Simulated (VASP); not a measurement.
Runs of VASP 6.6.1 on P. The structure is that of space group Cmce (No. 64), or close to it. The cells are those of the table. 

```tsv
cell	gap on the mesh (eV)	pressure (GPa)	largest force (eV/Å)
a = 5.792, b = 5.792, c = 4.489 Å, angles 90.0, 90.0, 147.3°, 4 atoms	0.05	(c)	0.34
a = 5.880, b = 5.880, c = 4.421 Å, angles 90.0, 90.0, 147.3°, 4 atoms	0.10	1.8	0.40
a = 6.057, b = 6.057, c = 4.558 Å, angles 90.0, 90.0, 147.3°, 4 atoms	0.10	-3.9	0.49
a = 6.057, b = 6.057, c = 4.626 Å, angles 90.0, 90.0, 147.3°, 4 atoms	0.22	(b)	0.57
a = 5.969, b = 5.969, c = 4.695 Å, angles 90.0, 90.0, 147.3°, 4 atoms	0.35	-3.8	0.56
a = 5.792, b = 5.792, c = 4.558 Å, angles 90.0, 90.0, 147.3°, 4 atoms	0.17	1.9	0.22
a = 5.704, b = 5.704, c = 4.626 Å, angles 90.0, 90.0, 147.3°, 4 atoms	0.22	(a)	0.52
a = 5.704, b = 5.704, c = 4.695 Å, angles 90.0, 90.0, 147.3°, 4 atoms	0.22	2.2	0.61
a = 6.057, b = 6.057, c = 4.695 Å, angles 90.0, 90.0, 147.3°, 4 atoms	0.33	-5.3	0.69
```

Alike in all rows: task single point; level PBE; potentials or basis VASP PAW PBE potentials, release 64 (P); no spin polarisation; k mesh 10 × 10 × 8; cutoff (eV) 520; smearing gaussian 0.03 eV.

Question: Estimate the missing entries.

Answer: (a) 3.3; (b) -4.6; (c) 3.1.

Caveats: the cell stands under tension (at least some runs); the cell stands under pressure (at least some runs).

A k mesh can miss the band edges.
